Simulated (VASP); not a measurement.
**In2S: single point with PBE**

In2S:

```
CELL_PARAMETERS angstrom
3.80951 0.00000 0.00000
-1.90475 3.29913 0.00000
0.00000 0.00000 8.77988
ATOMIC_POSITIONS crystal
In 0.33333 0.66667 0.79240
In 0.33333 0.66667 0.20760
S 0.00000 0.00000 0.00000
```

The cell was built from a structure type or drawn by symmetry, and may not be a known phase.

```yaml
Program: VASP 6.6.1
Task: single point
Functional: PBE
Potentials_or_basis: VASP PAW PBE potentials, release 64 (In_d, S)
Cutoff: 520 eV
k_mesh: 6 × 6 × 2
Occupations: gaussian, width 0.1 eV
Spin: no spin polarisation
Dipole_correction: no
Further_INCAR_settings: ALGO = Normal; EDIFF = 1e-06; NBANDS = 23
```

```yaml
Pressure: -0.1 GPa
Band_gap_on_the_k_mesh: 0.51 eV
```

Levels at points of the mesh, in eV from the valence-band top:
| k point | band 13 | band 14 | band 15 | band 16 | band 17 | band 18 | band 19 | band 20 |
| --- | --- | --- | --- | --- | --- | --- | --- | --- |
| (0.00, 0.00, 0.00) | -4.40 | -1.28 | -1.28 | -0.72 | 1.23 | 5.10 | 5.69 | 5.78 |
| (0.50, 0.00, 0.00) | -4.01 | -2.44 | -2.11 | -1.17 | 0.56 | 2.23 | 3.37 | 4.26 |
| (0.00, 0.00, 0.50) | -4.18 | -1.30 | -1.28 | -1.28 | 2.12 | 3.83 | 5.81 | 5.81 |
| (0.50, 0.00, 0.50) | -4.04 | -2.54 | -2.11 | -0.94 | 0.83 | 1.79 | 3.67 | 3.75 |

It took 26 s on 1 thread of Intel(R) Xeon(R) Platinum 8559C (Emerald Rapids), on a shared host, peak memory 0.23 GiB.

Caveat: spin-orbit coupling is left out, which moves the levels of the heavy elements. A k mesh can miss the band edges.
